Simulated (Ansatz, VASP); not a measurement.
BiSb2O2 in VASP and in Ansatz

INCAR

```
SYSTEM = BiSb2O2
PREC     = Accurate       ! precision mode
ENCUT    = 520            ! plane-wave cutoff, eV
EDIFF    = 1E-6           ! SCF threshold, eV
ISMEAR   = 0              ! smearing method
SIGMA    = 0.1            ! smearing width, eV
LREAL    = .FALSE.        ! projectors in reciprocal space
LASPH    = .TRUE.         ! aspherical terms in the spheres
NELM     = 60             ! most SCF steps
ALGO     = Normal         ! electronic algorithm
ISIF     = 2              ! what is computed and relaxed
LWAVE    = .FALSE.        ! write WAVECAR
LCHARG   = .TRUE.         ! write CHGCAR
GGA      = PE             ! functional
LELF     = .TRUE.         ! ELF
LVHAR    = .TRUE.       
NBANDS   = 26             ! bands
```

The input KPOINTS:

```
Automatic mesh
0
G
  4 4 4
  0 0 0
```

The input POSCAR:

```
BiSb2O2
1.0
    4.1656907300      0.0000000000      0.0000000000
    0.0000000000      4.1656907300      0.0000000000
    0.0000000000      0.0000000000      7.4495367900
Sb Bi O
2 1 2
Direct
    0.5000000000      0.5000000000      0.5000000000
    0.0000000000      0.0000000000      0.0000000000
    0.5000000000      0.5000000000      0.0000000000
    0.0000000000      0.0000000000      0.7898384100
    0.0000000000      0.0000000000      0.2101615900
```

Input for Ansatz:

```yaml
crystal:
  lattice:
    - [4.16569073, 0.0, 0.0]
    - [0.0, 4.16569073, 0.0]
    - [0.0, 0.0, 7.44953679]
  atoms:
    - { symbol: Sb, position: [0.5, 0.5, 0.5] }
    - { symbol: Sb, position: [0.0, 0.0, 0.0] }
    - { symbol: Bi, position: [0.5, 0.5, 0.0] }
    - { symbol: O, position: [0.0, 0.0, 0.78983841] }
    - { symbol: O, position: [0.0, 0.0, 0.21016159] }
basis:
  ecutwfc: 420
kpoints:
  mp_grid: { grid: [4, 4, 4] }
hamiltonian:
  xc: pbe
scf:
  occupations: { method: gaussian, width: 0.1 }
  lower_state_search: "off"
output:
  forces: true
  stress: true
  eigenvalues: true
```

Alike in both runs: task single point; functional PBE; k mesh 4 × 4 × 4; occupations gaussian, width 0.1 eV; no spin polarisation.

|  | VASP | Ansatz |
| --- | --- | --- |
| version | VASP 6.6.1 | Ansatz 0.2.0 |
| potentials or method | VASP PAW PBE potentials, release 64 (Sb, Bi_d, O), cutoff 520 eV | scalar-relativistic, plane waves, PAW |
| valence electrons in the cell | 37 | 57 |

Ansatz gave:

- gap on the k mesh at the Fermi level (eV): none
- rms of the force components (eV/Å): 7.277

**Question.** What did VASP give for the same quantities?

**Answer.** gap on the k mesh at the Fermi level (eV): none; rms of the force components (eV/Å): 7.931.

Atom by atom the forces differ by 0.654 eV/Å (rms over components). A gap of «none» marks a metal or a gap that the smearing closes. VASP's potentials hold 37 valence electrons a cell and Ansatz's 57, so a difference there can come from the potentials and not from the codes.

The k mesh is coarse, so the values compare programs but aren't converged. Neither program's run includes spin-orbit coupling.
